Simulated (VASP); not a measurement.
Write the native input for VASP 6.6.1 that does the following.

```yaml
Task: single point
Functional: PBE
Potentials_or_basis: VASP PAW PBE potentials, release 64 (Zr_sv, Ti_sv, N)
Cutoff: 520 eV
k_mesh: 6 × 6 × 6
Occupations: gaussian, width 0.1 eV
Spin: no spin polarisation
Dipole_correction: no
Further_INCAR_settings: ALGO = Normal; EDIFF = 1e-06; NBANDS = 22
```

The structure of ZrTiN lies in POSCAR:

```
ZrTiN
1.0
    4.2213283052      0.0000000000      0.0000000000
   -2.1106641526      3.6557775500      0.0000000000
    0.0000000000      0.0000000000      2.8028049200
Zr Ti N
1 1 1
Direct
    0.6666666667      0.3333333333      0.5000000000
    0.3333333333      0.6666666667      0.5000000000
    0.0000000000      0.0000000000      0.0000000000
```

These files were run (other wordings do the same):

INCAR

```
SYSTEM = ZrTiN
ALGO = Normal
EDIFF = 1E-6
ENCUT = 520
GGA = PE
ISIF = 2
ISMEAR = 0
LASPH = .TRUE.
LCHARG = .TRUE.
LELF = .TRUE.
LREAL = .FALSE.
LVHAR = .TRUE.
LWAVE = .FALSE.
NBANDS = 22
NELM = 60
PREC = Accurate
SIGMA = 0.1
```

KPOINTS

```
k-points
0
G
  6 6 6
  0 0 0
```

Potentials or basis: VASP PAW PBE potentials, release 64 (Zr_sv, Ti_sv, N).

Command:

```sh
$ cat potpaw_PBE.64/Zr_sv/POTCAR potpaw_PBE.64/Ti_sv/POTCAR potpaw_PBE.64/N/POTCAR > POTCAR
$ mpirun -np 1 vasp_std > vasp.out
```

It gave:

```yaml
Pressure: 0.2 GPa
```

Caveat: the k points lie up to 0.37 Å⁻¹ apart.

Run time: 20 s on 1 thread of AMD EPYC 9R45 96-Core Processor (Zen 5), on a shared host, peak memory 0.15 GiB.
